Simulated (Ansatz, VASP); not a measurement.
## BaTiO3 in VASP and in Ansatz

```
Ba Ti O
1.0
     4.04165    4.03123    0.00000
     0.02082    4.04162    4.03121
     4.04165    0.01039    4.03121
Ba Ti O
2 2 6
Direct
  0.00000 0.00000 0.00000
  0.50000 0.50000 0.50000
  0.24300 0.24300 0.24300
  0.74300 0.74300 0.74300
  0.49915 0.00925 0.00925
  0.99915 0.50925 0.50925
  0.00925 0.49915 0.00925
  0.50925 0.99915 0.50925
  0.00925 0.00925 0.49915
  0.50925 0.50925 0.99915
```

Alike in both runs: task single point; functional PBE; k mesh 6 × 6 × 6; no spin polarisation; Hubbard terms Ti d U = 3.98 eV, O p U = 4.84 eV.

|  | VASP | Ansatz |
| --- | --- | --- |
| version | VASP 6.6.1 | Ansatz 0.2.0 |
| potentials or method | VASP PAW PBE potentials, release 64 (Ba_sv, Ti_sv, O), cutoff 600 eV | PAW plane waves |
| occupations | fermi-dirac, width 0.1 eV | fermi-dirac |
| valence electrons in the cell | 80 | 80 |

|  | VASP | Ansatz | Ansatz less VASP |
| --- | --- | --- | --- |
| pressure (GPa) | 4.6 | 2.3 | -2.35 |
| traceless stress, the component that is largest in VASP (GPa) | -0.18 | -0.13 | +0.050 |
| rms of the force components (eV/Å) | 0.329 | 0.266 | -0.0632 |

The programs project onto different local orbitals, so the same U acts differently, and such runs can settle in different states. Atom by atom the forces differ by 0.077 eV/Å (rms over components). Ansatz's warnings: structure snapped to symmetry.

Neither program's run includes spin-orbit coupling.
